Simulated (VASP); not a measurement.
# TaN (P6/mmm) in VASP: a series of runs, part 2 of 2

VASP 6.6.1. Earlier steps stand in the parts before.

## Step 5: Relaxation of cell and atoms, PBE

INCAR reads:

```
  ALGO = Normal
  EDIFF = 1E-6
  EDIFFG = -0.01
  ENCUT = 600
  GGA = PE
  IBRION = 2
  ISIF = 3
  ISMEAR = -1
  LASPH = T
  LCHARG = F
  LREAL = F
  LWAVE = F
  NELM = 100
  NSW = 60
  PREC = Accurate
  SIGMA = 0.05
```

KPOINTS reads:

```
k-points
0
Gamma
  6 6 9
```

POSCAR reads:

```
TaN
1.0
    5.1850002000      0.0000000000      0.0000000000
   -2.5925001000      4.4903418900      0.0000000000
    0.0000000000      0.0000000000      2.9080005300
Ta N
3 3
Direct
    0.0000000000      0.0000000000      0.0000000000
    0.3333333333      0.6666666667      0.5000000000
    0.6666666667      0.3333333333      0.5000000000
    0.5000000000      0.0000000000      0.0000000000
    0.5000000000      0.5000000000      0.0000000000
    0.0000000000      0.5000000000      0.0000000000
```

Run with:

```
> cat potpaw_PBE.64/Ta_pv/POTCAR potpaw_PBE.64/N/POTCAR > POTCAR
> mpirun -np 1 vasp_std > vasp.out
```

Wall time 7.8 min (1 thread of Intel Xeon 8259CL, shared host); peak memory 0.25 GiB.

The run converged. Its results:

* Free energy: -64.7958 eV
* Relaxed volume: 11.69 Å³/atom
* Relaxed cell: a = 5.254 Å, b = 5.254 Å, c = 2.934 Å, α = 90.00°, β = 90.00°, γ = 120.00°
* Space group after relaxing (to 0.1 Å): P6/mmm (No. 191)
* Energy gained by relaxing: 13.3 meV/atom
* Ionic steps: 6
* Pressure after relaxing: 0.0 GPa
* Band gap on the k mesh: zero (bands 24 and 25 overlap by 1.96 eV)

The path:
```
step  energy change (eV)  largest force (eV/Å)  pressure (GPa)  volume (Å³)
   1              0.0000                0.0000           11.09        67.71
   2              0.3125                0.0000          -19.98        75.65
   3             -0.0774                0.0000           -0.16        70.05
   4             -0.0774                0.0000            0.11        69.99
   5             -0.0799                0.0000           -0.02        70.17
   6             -0.0801                0.0000           -0.02        70.14
```

Final structure:
```
Ta N
1.0
     5.25366    0.00000    0.00000
    -2.62683    4.54980    0.00000
     0.00000    0.00000    2.93426
Ta N
3 3
Cartesian
  0.0000 0.0000 0.0000
  0.0000 3.0332 1.4671
  2.6268 1.5166 1.4671
  2.6268 0.0000 0.0000
  1.3134 2.2749 0.0000
  -1.3134 2.2749 0.0000
```

Levels at points of the mesh, in eV from the Fermi level:
```tsv
k point	band 21	band 22	band 23	band 24	band 25	band 26	band 27	band 28
(0.00, 0.00, 0.00)	-2.84	-2.28	-1.86	-1.04	-1.04	0.97	0.97	1.27
(0.50, 0.00, 0.00)	-3.15	-2.75	-1.53	-0.54	1.42	1.91	1.93	2.33
```

Caveat: spin-orbit coupling is left out, which moves the levels of the heavy elements.

## Step 6: Relaxation of cell and atoms, PBE+U

INCAR reads:

```
SYSTEM = TaN
ALGO = Normal
EDIFF = 1E-6
EDIFFG = -0.01
ENCUT = 600
GGA = PE
IBRION = 2
ISIF = 3
ISMEAR = -1
LASPH = .True.
LCHARG = .False.
LDAU = .True.
LDAUJ = 0 0
LDAUL = 2 -1
LDAUPRINT = 1
LDAUTYPE = 2
LDAUU = 1 0
LMAXMIX = 4
LREAL = .False.
LWAVE = .False.
NELM = 150
NSW = 60
PREC = Accurate
SIGMA = 0.05
```

KPOINTS reads:

```
k-points
0
Gamma
  6 6 9
  0 0 0
```

POSCAR is that of step 5.

Potentials or basis: VASP PAW PBE potentials, release 64 (Ta_pv, N).

Run with:

```
> cat potpaw_PBE.64/Ta_pv/POTCAR potpaw_PBE.64/N/POTCAR > POTCAR
> mpirun -np 1 vasp_std > vasp.out
```

OUTCAR:

```text
SYSTEM = TaN
   EDIFF = 1E-6
   EDIFFG = -0.01
   ENCUT = 600
   GGA = PE
   IBRION = 2
   ISIF = 3
   ISMEAR = -1
   LASPH = .True.
   LREAL = .False.
   NELM = 150
   NSW = 60
   PREC = Accurate

 ion  position               nearest neighbor table
   1  0.000  0.000  0.000-   5 2.59   6 2.59   6 2.59   5 2.59   4 2.59   4 2.59   2 3.33   3 3.33
                             2 3.33   3 3.33   2 3.33   2 3.33   3 3.33   3 3.33   2 3.33   3 3.33
   2  0.333  0.667  0.500-   4 2.09   4 2.09   6 2.09   6 2.09   5 2.09   5 2.09   3 2.99   3 2.99
                             3 2.99   1 3.33   1 3.33   1 3.33   1 3.33   1 3.33   1 3.33
   3  0.667  0.333  0.500-   4 2.09   4 2.09   6 2.09   6 2.09   5 2.09   5 2.09   2 2.99   2 2.99
                             2 2.99   1 3.33   1 3.33   1 3.33   1 3.33   1 3.33   1 3.33
   4  0.500  0.000  0.000-   2 2.09   3 2.09   2 2.09   3 2.09   1 2.59   1 2.59
   5  0.500  0.500  0.000-   2 2.09   3 2.09   2 2.09   3 2.09   1 2.59   1 2.59
   6  0.000  0.500  0.000-   2 2.09   3 2.09   2 2.09   3 2.09   1 2.59   1 2.59

  LATTYP: Found a hexagonal cell.
 ALAT       =     5.1850002000
 C/A-ratio  =     0.5608486823

  Lattice vectors:

 A1 = (   5.1850002000,   0.0000000000,   0.0000000000)
 A2 = (  -2.5925001000,   4.4903418900,   0.0000000000)
 A3 = (   0.0000000000,   0.0000000000,   2.9080005300)

Analysis of symmetry for initial positions (statically):
=====================================================================
 Subroutine PRICEL returns:
 Original cell was already a primitive cell.

 Routine SETGRP: Setting up the symmetry group for a
 hexagonal supercell.

 Subroutine GETGRP returns: Found 24 space group operations
 (whereof 24 operations were pure point group operations)
 out of a pool of 24 trial point group operations.

The static configuration has the point symmetry D_6h.

Analysis of symmetry for dynamics (positions and initial velocities):
=====================================================================
 Subroutine PRICEL returns:
 Original cell was already a primitive cell.

 Routine SETGRP: Setting up the symmetry group for a
 hexagonal supercell.

 Subroutine GETGRP returns: Found 24 space group operations
 (whereof 24 operations were pure point group operations)
 out of a pool of 24 trial point group operations.

The dynamic configuration has the point symmetry D_6h.

 Subroutine INISYM returns: Found 24 space group operations
 (whereof 24 operations are pure point group operations),
 and found     1 'primitive' translations

----------------------------------------------------------------------------------------

                                     Primitive cell

  volume of cell :      67.7053

  direct lattice vectors                    reciprocal lattice vectors
     5.185000200  0.000000000  0.000000000     0.192864023  0.111350096  0.000000000
    -2.592500100  4.490341890  0.000000000     0.000000000  0.222700192  0.000000000
     0.000000000  0.000000000  2.908000530     0.000000000  0.000000000  0.343878892

  length of vectors
     5.185000200  5.185000198  2.908000530     0.222700192  0.222700192  0.343878892

[... 84 lines left out ...]
   LSORBIT =      F    spin-orbit coupling
   LASPH  =      T    aspherical Exc in radial PAW
   ENCUT  =  600.0 eV  44.10 Ry    6.64 a.u.  10.36 10.36  5.81*2*pi/ulx,y,z
   NELM   =    150;   NELMIN=  2; NELMDL= -5     # of ELM steps
   EDIFF  = 0.1E-05   stopping-criterion for ELM
   LREAL  =      F    real-space projection
   EDIFFG = -.1E-01   stopping-criterion for IOM
   NSW    =     60    number of steps for IOM
   IBRION =      2    ionic relax: 0-MD 1-quasi-New 2-CG
   NFREE  =      1    steps in history (QN), initial steepest desc. (CG)
   ISIF   =      3    stress and relaxation
   ISYM   =      2    0-nonsym 1-usesym 2-fastsym
   POTIM  = 0.5000    time-step for ionic-motion
   TEBEG  =    0.0;   TEEND  =   0.0 temperature during run
   PSTRESS=    0.0 pullay stress
   NELECT =      48.0000    total number of electrons
   NUPDOWN=      -1.0000    fix difference up-down
   EMIN   =  10.00;   EMAX   =-10.00  energy-range for DOS
   EFERMI =   0.00;   METHOD = LEGACY
   ISMEAR =    -1;   SIGMA  =   0.05  broadening in eV -4-tet -1-fermi 0-gaus
   EFERMI_NEDOS =   21; number of points for ismear=-14 and -15
   IALGO  =     38    algorithm
   IMIX   =      4    mixing-type and parameters
     AMIX     =   0.40;   BMIX     =  1.00
     AMIX_MAG =   1.60;   BMIX_MAG =  1.00
  volume/ion in A,a.u.               =      11.28        76.15
  Fermi-wavevector in a.u.,A,eV,Ry     =   1.459759  2.758544 28.992586  2.130895
  Thomas-Fermi vector in A             =   2.576288
   LORBIT       =      0    0 simple, 1 ext, 2 COOP (PROOUT), +10 PAW based schemes
 LDA+U is selected, type is set to LDAUTYPE =  2
   angular momentum for each species LDAUL =     2   -1
   U (eV)           for each species LDAUU =   1.0  0.0
   J (eV)           for each species LDAUJ =   0.0  0.0
   GGA     = PE    functional components
   LHFCALC =     F    Hartree Fock is set to
   AEXX    =    0.0000 exact exchange contribution
   IVDW    =     0    specifies the selected vdW correction
   LEPSILON=     F    determine dielectric tensor
   LRPA    =     F    only Hartree local field effects (RPA)
 conjugate gradient relaxation of ions
 non-spin polarized calculation
  energy-cutoff  :      600.00
  volume of cell :       67.71
 maximum number of plane-waves:      2280
 NGX is ok and might be reduce to    42
   NGX = 21   NGY = 21   NGZ = 11

--------------------------------------- Ionic step        1  -------------------------------------------

 number of electron      48.0000003 magnetization

 Free energy of the ion-electron system (eV)
  ---------------------------------------------------
  ext. energy  EPLUGINS =         0.00000000
  ---------------------------------------------------
  free energy    TOTEN  =       -61.99762139 eV

  energy without entropy =      -61.99256757  energy(sigma->0) =      -61.99509448

------------------------ aborting loop because EDIFF is reached ----------------------------------------

  FORCE on cell =-STRESS in cart. coord.  units (eV):
  Direction    XX          YY          ZZ          XY          YZ          ZX
  --------------------------------------------------------------------------------------
  -------------------------------------------------------------------------------------
  Total        5.3819931      5.3819931      6.9496868      0.0000000      0.0000000      0.0000000
  in kB      127.3594129    127.3594128    164.4572969      0.0000000      0.0000000      0.0000000
  external PRESSURE =     139.7253742 kB  Pullay stress =       0.0000000 kB
[... 101 lines left out ...]
  FREE ENERGIE OF THE ION-ELECTRON SYSTEM (eV)
  ---------------------------------------------------
  free  energy   TOTEN  =       -62.1196136284 eV

  energy  without entropy=      -62.1142168327  energy(sigma->0) =      -62.11691523

[... ionic steps 4 to 7 ...]

--------------------------------------- Ionic step        8  -------------------------------------------

 number of electron      48.0000000 magnetization

------------------------ aborting loop because EDIFF is reached ----------------------------------------
[... 174 lines left out ...]
--------------------------------------- Ionic step       10  -------------------------------------------

 number of electron      48.0000000 magnetization

 Free energy of the ion-electron system (eV)
  ---------------------------------------------------
  ext. energy  EPLUGINS =         0.00000000
  ---------------------------------------------------
  free energy    TOTEN  =       -62.12314234 eV

  energy without entropy =      -62.11772792  energy(sigma->0) =      -62.12043513

 E-fermi :   7.7537     XC(G=0): -12.8261

 val. band max:        7.7457793715   @ k =   0.1667   0.0000   0.2222
 cond. band min:       7.9237432212   @ k =   0.3333   0.0000   0.2222
 fundamental gap:      0.1779638497
 Fermi energy:         7.7536826875

 k-point     1 :       0.0000    0.0000    0.0000
  band No.  band energies     occupation
      1     -28.5733      2.00000
      2     -28.5733      2.00000
      3     -28.2360      2.00000
      4     -28.2360      2.00000
      5     -28.0239      2.00000
      6     -27.9304      2.00000
[... 733 lines left out ...]
     27       9.7588      0.00000
     28      10.3597      0.00000

 [... further k-points ...]

------------------------ aborting loop because EDIFF is reached ----------------------------------------

  FORCE on cell =-STRESS in cart. coord.  units (eV):
  Direction    XX          YY          ZZ          XY          YZ          ZX
  --------------------------------------------------------------------------------------
  -------------------------------------------------------------------------------------
  Total        0.0235709      0.0235709     -0.0096342      0.0000000     -0.0000000     -0.0000000
  in kB        0.5338778      0.5338778     -0.2182135      0.0000000     -0.0000000     -0.0000000
  external PRESSURE =       0.2831807 kB  Pullay stress =       0.0000000 kB
[... 21 lines left out ...]
  FREE ENERGIE OF THE ION-ELECTRON SYSTEM (eV)
  ---------------------------------------------------
  free  energy   TOTEN  =       -62.1231423360 eV

  energy  without entropy=      -62.1177279169  energy(sigma->0) =      -62.12043513

 reached required accuracy - stopping structural energy minimisation
```

Wall time 11 min (1 thread of Intel Xeon 8259CL, shared host); peak memory 0.26 GiB.

Results:

```yaml
Free_energy: -62.1231 eV
Relaxed_volume: 11.79 Å³/atom
Relaxed_cell: a = 5.268 Å, b = 5.268 Å, c = 2.944 Å, α = 90.00°, β = 90.00°, γ = 120.00°
Space_group_after_relaxing_to_0.1_Å: P6/mmm (No. 191)
Energy_gained_by_relaxing: 20.9 meV/atom
Ionic_steps: 10
Pressure_after_relaxing: 0.0 GPa
Band_gap_on_the_k_mesh: zero (bands 24 and 25 overlap by 1.95 eV)
```

Step by step:
| step | energy change (eV) | largest force (eV/Å) | pressure (GPa) | volume (Å³) |
| --- | --- | --- | --- | --- |
| 1 | 0.0000 | 0.0000 | 13.97 | 67.71 |
| 2 | 0.4840 | 0.0000 | -23.73 | 77.81 |
| 3 | -0.1220 | 0.0000 | -0.29 | 70.68 |
| 4 | -0.1222 | 0.0000 | 0.13 | 70.58 |
| 5 | -0.1221 | 0.0000 | 0.40 | 70.52 |
| 6 | -0.1254 | 0.0000 | 0.21 | 70.72 |
| 7 | -0.1255 | 0.0000 | 0.23 | 70.69 |
| 8 | -0.1255 | 0.0000 | 0.24 | 70.69 |
| 9 | -0.1254 | 0.0000 | -0.34 | 70.84 |
| 10 | -0.1255 | 0.0000 | 0.03 | 70.74 |

Final structure:
```cif
data_structure
_symmetry_space_group_name_H-M 'P 1'
_symmetry_Int_Tables_number 1
_cell_length_a 5.2677
_cell_length_b 5.2677
_cell_length_c 2.9436
_cell_angle_alpha 90.000
_cell_angle_beta 90.000
_cell_angle_gamma 120.000
_cell_volume 70.74
loop_
_atom_site_label
_atom_site_type_symbol
_atom_site_fract_x
_atom_site_fract_y
_atom_site_fract_z
_atom_site_occupancy
Ta1 Ta 0.00000 0.00000 0.00000 1
Ta2 Ta 0.33333 0.66667 0.50000 1
Ta3 Ta 0.66667 0.33333 0.50000 1
N1 N 0.50000 0.00000 0.00000 1
N2 N 0.50000 0.50000 0.00000 1
N3 N 0.00000 0.50000 0.00000 1
```

Eigenvalues of the final occupation matrices:
```tsv
site	spin	trace	eigenvalues
site 1 d	1	1.10	0.16 0.16 0.26 0.26 0.26
site 1 d	2	1.10	0.16 0.16 0.26 0.26 0.26
site 2 d	1	1.18	0.22 0.22 0.24 0.24 0.26
site 2 d	2	1.18	0.22 0.22 0.24 0.24 0.26
site 3 d	1	1.18	0.22 0.22 0.24 0.24 0.26
site 3 d	2	1.18	0.22 0.22 0.24 0.24 0.26
```

Caveat: spin-orbit coupling is left out, which moves the levels of the heavy elements; U without spin polarisation on a metal has little footing. Zero-point motion and thermal expansion aren't in these numbers.

## Step 7: Summary

| task | level | U | cell | cutoff (eV) | gap on the mesh (eV) | pressure (GPa) | relaxed volume (Å³/atom) |
| --- | --- | --- | --- | --- | --- | --- | --- |
| relaxation of cell and atoms | PBE+U | Ta d U = 4.0 eV | relaxed from a = 5.185, b = 5.185, c = 2.908 Å, angles 90.0, 90.0, 120.0°, 6 atoms | 600 | none | 0.0 | 12.12 |
| relaxation of cell and atoms | PBE+U | Ta d U = 5.0 eV | relaxed from a = 5.185, b = 5.185, c = 2.908 Å, angles 90.0, 90.0, 120.0°, 6 atoms | 600 | none | 0.0 | 12.23 |
| single point | PBE+U | Ta d U = 8.0 eV | a = 5.353, b = 5.353, c = 2.955 Å, angles 90.0, 90.0, 120.0°, 6 atoms | 520 | none | 9.7 | - |
| relaxation of cell and atoms | PBE | - | relaxed from a = 5.185, b = 5.185, c = 2.908 Å, angles 90.0, 90.0, 120.0°, 6 atoms | 600 | none | 0.0 | 11.69 |
| relaxation of cell and atoms | PBE+U | Ta d U = 1.0 eV | relaxed from a = 5.185, b = 5.185, c = 2.908 Å, angles 90.0, 90.0, 120.0°, 6 atoms | 600 | none | 0.0 | 11.79 |

Alike in all rows: potentials or basis VASP PAW PBE potentials, release 64 (Ta_pv, N); no spin polarisation; k mesh 6 × 6 × 9; smearing fermi-dirac 0.05 eV.

Caveats: spin-orbit coupling is left out, which moves the levels of the heavy elements; U without spin polarisation on a metal has little footing (at least some runs); the cell stands under pressure (at least some runs).

Absolute energies hang on the potentials; compare differences alone.
